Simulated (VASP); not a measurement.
Input of a VASP 6.6.1 run:

Contents of INCAR:

```
ALGO     = Normal         # electronic algorithm
EDIFF    = 1E-7           # SCF threshold, eV
ENCUT    = 520            # plane-wave cutoff, eV
ISIF     = 2              # what is computed and relaxed
ISMEAR   = 0              # smearing method
LASPH    = T              # aspherical terms in the spheres
LCHARG   = T              # write CHGCAR
LELF     = T              # ELF
LREAL    = F              # projectors in reciprocal space
LVHAR    = T            
LWAVE    = F              # write WAVECAR
NBANDS   = 8              # bands
NELM     = 100            # most SCF steps
PREC     = Accurate       # precision mode
SIGMA    = 0.15           # smearing width, eV
```

KPOINTS

```
k-points
0
Gamma
  22 22 22
```

POSCAR

```
Al
1.0
   -1.5657091377      1.5657091377      1.5657091377
    1.5657091377     -1.5657091377      1.5657091377
    1.5657091377      1.5657091377     -1.5657091377
Al
1
Direct
    0.0000000000      0.0000000000      0.0000000000
```

Potentials or basis: VASP PAW LDA potentials, release 64 (Al).

Command:

```console
$ cat potpaw_LDA.64/Al/POTCAR > POTCAR
$ mpirun -np 1 vasp_std > vasp.out
```

Estimate the band gap on the k mesh.

zero (an odd number of electrons rules out a gap without spin polarisation).

What does it give for the pressure?

4.6 GPa.

Caveat: the cell stands under pressure.
